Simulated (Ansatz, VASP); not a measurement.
# One calculation of Sc, two programs

```
Sc
1.0
     3.30880    0.00000    0.00000
    -1.65440    2.86550    0.00000
     0.00000    0.00000    5.24166
Sc
2
Cartesian
  0.0000 1.9103 1.3104
  1.6544 0.9552 3.9312
```

Change from the starting cell: strain -0.0050 x Voigt [0, 0, 1, 0, 0, 0], atoms carried along.

Alike in both runs: task single point; functional PBE; k mesh 18 × 18 × 10; occupations gaussian, width 0.15 eV; no spin polarisation.

```csv
,VASP,Ansatz
version,VASP 6.6.1,Ansatz 0.2.0
potentials or method,"VASP PAW PBE potentials, release 64 (Sc_sv), cutoff 520 eV","scalar-relativistic, plane waves, PAW"
valence electrons in the cell,22,22
```

```csv
,VASP,Ansatz,Ansatz less VASP
gap on the k mesh at the Fermi level (eV),none,none,-
pressure (GPa),-0.3,-0.4,-0.05
"traceless stress, the component that is largest in VASP (GPa)",-0.82,-0.82,-0.003
```

A gap of «none» marks a metal or a gap that the smearing closes. The functional is the same, so the differences come from potentials, cutoffs and numerics.
